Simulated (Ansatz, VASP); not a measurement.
## TiO2 in VASP and in Ansatz

INCAR

```
SYSTEM = TiO2
ALGO = Normal ; EDIFF = 1E-7
ENCUT = 520 ; GGA = PE
ISIF = 2 ; ISMEAR = -1
LASPH = .True. ; LCHARG = .False.
LREAL = .False. ; LWAVE = .False.
NBANDS = 19 ; NELM = 80
PREC = Accurate ; SIGMA = 0.1
```

File KPOINTS:

```
k-points
0
Gamma
  12 12 12
  0 0 0
```

Contents of POSCAR:

```
TiO2
1.0
    0.0000000000      2.0592701908      2.0592701908
    2.0592701908      0.0000000000      2.0592701908
    2.0592701908      2.0592701908      0.0000000000
Ti O
1 2
Direct
    0.0000000000      0.0000000000      0.0000000000
    0.2500000000      0.2500000000      0.2500000000
    0.7500000000      0.7500000000      0.7500000000
```

Input for Ansatz:

```yaml
crystal:
  lattice:
    - [0.0, 2.0592701908, 2.0592701908]
    - [2.0592701908, 0.0, 2.0592701908]
    - [2.0592701908, 2.0592701908, 0.0]
  atoms:
    - { symbol: Ti, position: [0.0, 0.0, 0.0] }
    - { symbol: O, position: [0.25, 0.25, 0.25] }
    - { symbol: O, position: [0.75, 0.75, 0.75] }
kpoints:
  mp_grid: { grid: [12, 12, 12] }
scf:
  occupations: { method: fermi_dirac, width: 0.1 }
hamiltonian:
  xc: pbe
  pseudopotentials: { kind: nc }
output:
  forces: true
  stress: true
  eigenvalues: true
```

Change from the starting cell: volume scaled by 0.62, norm-conserving files.

Alike in both runs: task single point; functional PBE; k mesh 12 × 12 × 12; occupations fermi-dirac, width 0.1 eV; no spin polarisation.

|  | VASP | Ansatz |
| --- | --- | --- |
| version | VASP 6.6.1 | Ansatz 0.2.0 |
| potentials or method | VASP PAW PBE potentials, release 64 (Ti_sv, O) | norm-conserving pseudopotentials, scalar-relativistic |
| plane-wave cutoff (eV) | 520 | 1240 |
| valence electrons in the cell | 24 | 24 |

|  | VASP | Ansatz | Ansatz less VASP |
| --- | --- | --- | --- |
| pressure (GPa) | 322.6 | 320.3 | -2.28 |

Both programs put the cell under a high pressure, so it lies far from rest at this level. With one functional, cell and mesh, what is left measures potentials, basis and numerics.

Noted on VASP's run: the cell as given lies far from equilibrium.
